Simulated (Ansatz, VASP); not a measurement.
This is a calculation of SnTe for VASP 6.6.1.

INCAR

```
SYSTEM = SnTe
PREC = Accurate
ENCUT = 600
EDIFF = 1E-6
ISMEAR = -1
SIGMA = 0.05
LREAL = .FALSE.
LASPH = .TRUE.
NELM = 100
ALGO = Normal
ISIF = 3
LWAVE = .FALSE.
LCHARG = .FALSE.
IBRION = 2
NSW = 60
EDIFFG = -0.01
```

The input KPOINTS:

```
regular mesh
0
G
  7 7 7
  0 0 0
```

The input POSCAR:

```
SnTe
1.0
    0.0000000000      3.6111460000      3.6111460000
    3.6111460000      0.0000000000      3.6111460000
    3.6111460000      3.6111460000      0.0000000000
Te Sn
1 1
Direct
    0.2500000000      0.2500000000      0.2500000000
    0.0000000000      0.0000000000      0.0000000000
```

Potentials or basis: VASP PAW LDA potentials, release 64 (Te, Sn_d).

Command:

```bash
$ cat potpaw_LDA.64/Te/POTCAR potpaw_LDA.64/Sn_d/POTCAR > POTCAR
$ mpirun -np 1 vasp_std > vasp.out
```

Q: Translate it to Ansatz 0.2.0. Potentials there: Ansatz PAW.

A: As run (the cutoff follows the program's own potentials):

The input input.yaml:

```yaml
crystal:
  lattice:
    - [0.0, 3.611146, 3.611146]
    - [3.611146, 0.0, 3.611146]
    - [3.611146, 3.611146, 0.0]
  atoms:
    - { symbol: Te, position: [0.25, 0.25, 0.25] }
    - { symbol: Sn, position: [0.0, 0.0, 0.0] }
hamiltonian:
  xc: lda
  pseudopotentials: { kind: paw }
kpoints:
  mp_grid: { grid: [7, 7, 7] }
scf:
  occupations: { method: fermi_dirac, width: 0.05 }
output:
  forces: true
  stress: true
  eigenvalues: true
relax:
  f_tol: 0.01
  max_steps: 40
  cell: { stress_tol: 0.05 }
```

Potentials or basis: Ansatz PAW.

Run with:

```bash
$ ansatz run input.yaml --threads 2 --pin off --max-ram 5632MiB --backend cpu --events-out ev --progress --plain --runs-dir out
```

Both were run:

|  | VASP | Ansatz | Ansatz less VASP |
| --- | --- | --- | --- |
| gap on the k mesh at the Fermi level, each at its own relaxed structure (eV) | none | none | - |
| relaxed volume (Å³/atom) | 43.08 | 42.94 | -0.139 |
| relaxed cell length with the largest relative difference (Å) | 4.958 | 4.952 | -0.0053 |

LDA's correlation is that of Perdew and Zunger in VASP and of Perdew and Wang (1992) in Ansatz. A gap of «none» marks a metal or a gap that the smearing closes. VASP's potentials hold 20 valence electrons a cell and Ansatz's 30, so a difference there can come from the potentials and not from the codes.

Neither program's run includes spin-orbit coupling. Noted on Ansatz's run: the plane-wave basis is chosen anew once the cell has moved, so the energies of steps on either side of that aren't comparable.
